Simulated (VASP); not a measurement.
Write the native input for VASP 6.6.1 that does the following.

```
Task                   : single point
Functional             : r2SCAN
Potentials or basis    : VASP PAW PBE potentials, release 64 (K_sv, Se, Sc_sv)
Cutoff                 : 520 eV
k mesh                 : 6 × 6 × 2
Occupations            : gaussian, width 0.01 eV
Spin                   : no spin polarisation
Dipole correction      : no
Further INCAR settings : ALGO = Normal; EDIFF = 1e-06; NBANDS = 42
```

KScSe2:

```
K Se Sc
1.0
     4.17788    0.00000    0.00000
     0.00000    4.17788    0.00000
     0.00000    0.00000   12.18842
K Se Sc
2 4 2
Direct
  0.50000 0.00000 0.88911
  0.00000 0.50000 0.11089
  0.50000 0.00000 0.17476
  0.00000 0.50000 0.39783
  0.50000 0.00000 0.60217
  0.00000 0.50000 0.82524
  0.50000 0.00000 0.37468
  0.00000 0.50000 0.62532
```

These files were run (other wordings do the same):

POSCAR

```
KScSe2
1.0
    4.1778763890      0.0000000000      0.0000000000
    0.0000000000      4.1778763890      0.0000000000
    0.0000000000      0.0000000000     12.1884166970
K Se Sc
2 4 2
Direct
    0.5000000000      0.0000000000      0.8891082168
    0.0000000000      0.5000000000      0.1108917832
    0.5000000000      0.0000000000      0.1747567390
    0.0000000000      0.5000000000      0.3978283753
    0.5000000000      0.0000000000      0.6021716247
    0.0000000000      0.5000000000      0.8252432610
    0.5000000000      0.0000000000      0.3746775327
    0.0000000000      0.5000000000      0.6253224673
```

INCAR.step1

```
PREC = Accurate
ENCUT = 520
ISMEAR = 0
SIGMA = 0.01
LREAL = F
LASPH = T
NELM = 80
NBANDS = 42
GGA = PE
ALGO = Normal
EDIFF = 1E-4
LWAVE = T
LCHARG = F
```

INCAR.step2

```
PREC = Accurate
ENCUT = 520
EDIFF = 1E-6
ISMEAR = 0
SIGMA = 0.01
LREAL = F
LASPH = T
NELM = 80
ALGO = Normal
ISIF = 2
LWAVE = F
LCHARG = F
METAGGA = R2SCAN
LMIXTAU = T
NBANDS = 42
ISTART = 1
```

KPOINTS

```
Automatic mesh
0
Gamma
  6 6 2
```

Potentials or basis: VASP PAW PBE potentials, release 64 (K_sv, Se, Sc_sv).

Launch:

```sh
$ cat potpaw_PBE.64/K_sv/POTCAR potpaw_PBE.64/Se/POTCAR potpaw_PBE.64/Sc_sv/POTCAR > POTCAR
$ cp INCAR.step1 INCAR
$ mpirun -np 1 vasp_std > vasp.out
$ cp INCAR.step2 INCAR
$ mpirun -np 1 vasp_std > vasp.out
```

Results of the run:

The pressure is 0.1 GPa and the largest force is 0.040 eV/Å. The band gap on the k mesh is 0.66 eV.

Caveat: semilocal functionals underestimate gaps, and a narrow one can read as zero; the PAW data sets were made with another functional, which shifts forces and pressure a little.

It took 15 min on 1 thread of Oxide Virtual Turin-like Processor, with other jobs on the host, peak memory 0.41 GiB.
